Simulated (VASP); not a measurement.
A run of VASP 6.6.1:

The input INCAR:

```
SYSTEM = AlGaN2
ALGO = Normal ; EDIFF = 1E-7
ENCUT = 520 ; GGA = CA
ISIF = 2 ; ISMEAR = 0
LASPH = .TRUE. ; LCHARG = .FALSE.
LREAL = .FALSE. ; LWAVE = .FALSE.
NBANDS = 21 ; NELM = 100
PREC = Accurate ; SIGMA = 0.05
```

Contents of KPOINTS:

```
k-points
0
G
  8 8 6
  0 0 0
```

File POSCAR:

```
AlGaN2
1.0
    3.0466507372      0.0000000000      0.0000000000
    0.0000000000      3.0466507372      0.0000000000
    0.0000000000      0.0000000000      4.2911228018
Al Ga N
1 1 2
Direct
    0.5000000000      0.5000000000      0.5000000000
    0.0000000000      0.0000000000      0.0000000000
    0.5000000000      0.0000000000      0.7382648100
    0.0000000000      0.5000000000      0.2617351900
```

Potentials or basis: VASP PAW LDA potentials, release 64 (Al, Ga_d, N).

Run with:

```console
$ cat potpaw_LDA.64/Al/POTCAR potpaw_LDA.64/Ga_d/POTCAR potpaw_LDA.64/N/POTCAR > POTCAR
$ mpirun -np 1 vasp_std > vasp.out
```

Hardware: 1 thread of Intel Xeon 6975P-C, with other jobs on the host.

Question: Estimate the wall time of this run.

Answer: It took 24 s on 1 thread of Intel Xeon 6975P-C, on a shared host, peak memory 0.17 GiB. Counts: scf iterations 14, k points 60.
